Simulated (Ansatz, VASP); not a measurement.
**One calculation of CoO, two programs**

```
Co O
1.0
     2.64350    0.00000    0.00000
     0.00000    2.64350    0.00000
     0.00000    0.00000    5.30509
Co O
2 2
Direct
  0.00000 0.00000 0.00000
  0.00000 0.00000 0.50000
  0.50000 0.50000 0.25000
  0.50000 0.50000 0.75000
```

Alike in both runs: functional PBE; k mesh 10 × 10 × 5; occupations gaussian, width 0.02 eV; collinear spin; Hubbard terms Co d U = 3.32 eV.

Ansatz relaxed the structure, and its values are those at the end. VASP's run is a single point on that final structure, the one shown.

```csv
,VASP,Ansatz
version,VASP 6.6.1,Ansatz 0.2.0
potentials or method,"VASP PAW PBE potentials, release 64 (Co_sv, O), cutoff 700 eV","scalar-relativistic, plane waves, PAW"
valence electrons in the cell,46,46
```

```tsv
	VASP	Ansatz	Ansatz less VASP
gap on the k mesh at the Fermi level (eV)	1.57	1.51	-0.055
least direct gap on the mesh (eV)	2.17	2.13	-0.039
pressure (GPa)	-2.7	0.0	+2.68
net moment per atom (μB)	0.00	0.00	0.000
size of the moment on the site where the two differ most (μB)	2.57	2.54	-0.030
```

Site moments also hang on the region over which each program counts them. The programs project onto different local orbitals, so the same U acts differently, and such runs can settle in different states.
